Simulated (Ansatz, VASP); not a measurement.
Zn: VASP beside Ansatz

```
Zn
1.0
     0.00000    2.27924    2.27924
     2.27924    0.00000    2.27924
     2.27924    2.27924    0.00000
Zn
1
Cartesian
  0.0000 0.0000 0.0000
```

Alike in both runs: task single point; functional PBEsol; k mesh 16 × 16 × 16; occupations gaussian, width 0.1 eV; no spin polarisation.

```csv
,VASP,Ansatz
version,VASP 6.6.1,Ansatz 0.2.0
potentials or method,"VASP PAW PBE potentials, release 64 (Zn), cutoff 500 eV","scalar-relativistic, plane waves, PAW"
valence electrons in the cell,12,12
```

```csv
,VASP,Ansatz,Ansatz less VASP
gap on the k mesh at the Fermi level (eV),none,none,-
pressure (GPa),-10.6,-10.6,-0.02
```

VASP's potentials were made for PBE, not for PBEsol. A gap of «none» marks a metal or a gap that the smearing closes. The functional is the same, so the differences come from potentials, cutoffs and numerics.
